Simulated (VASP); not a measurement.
SmPb2:

```
CELL_PARAMETERS angstrom
5.41032 0.00000 0.00000
-2.70516 4.68547 0.00000
0.00000 0.00000 3.66377
ATOMIC_POSITIONS crystal
Sm 0.00000 0.00000 0.00000
Pb 0.66667 0.33333 0.50000
Pb 0.33333 0.66667 0.50000
```

The cell was generated, and may not be a known phase.

| Quantity | Value |
| --- | --- |
| Program | VASP 6.6.1 |
| Task | relaxation of cell and atoms |
| Functional | PBE |
| Potentials or basis | VASP PAW PBE potentials, release 64 (Sm_3, Pb_d), 4f in core |
| Cutoff | 500 eV |
| k mesh | 12 × 12 × 12 |
| Occupations | gaussian, width 0.1 eV |
| Spin | no spin polarisation |

At the start: pressure 0.4 GPa; volume 30.96 Å³/atom.

**Question.** Where does the relaxation end?

**Answer.** Over 6 steps the energy falls by 8.5 meV/atom and the volume is 30.92 Å³/atom (-0.1 %); space group P6/mmm (No. 191, to 0.1 Å) before and after.

The path:
```csv
step,energy change (eV),largest force (eV/Å),pressure (GPa),volume (Å³)
1,0.0000,0.0000,0.37,92.88
2,-0.0141,0.0000,-0.27,93.83
3,-0.0183,0.0000,-0.80,94.67
4,-0.0254,0.0000,-0.12,92.99
5,-0.0255,0.0000,-0.09,92.92
6,-0.0256,0.0000,0.01,92.76
```

Final structure:
```yaml
crystal:
  lattice:
    - [5.51189, 0.00000, 0.00000]
    - [-2.75595, 4.77344, 0.00000]
    - [0.00000, 0.00000, 3.52555]
  atoms:
    - { symbol: Sm, position: [0.00000, 0.00000, 0.00000] }
    - { symbol: Pb, position: [0.66667, 0.33333, 0.50000] }
    - { symbol: Pb, position: [0.33333, 0.66667, 0.50000] }
```
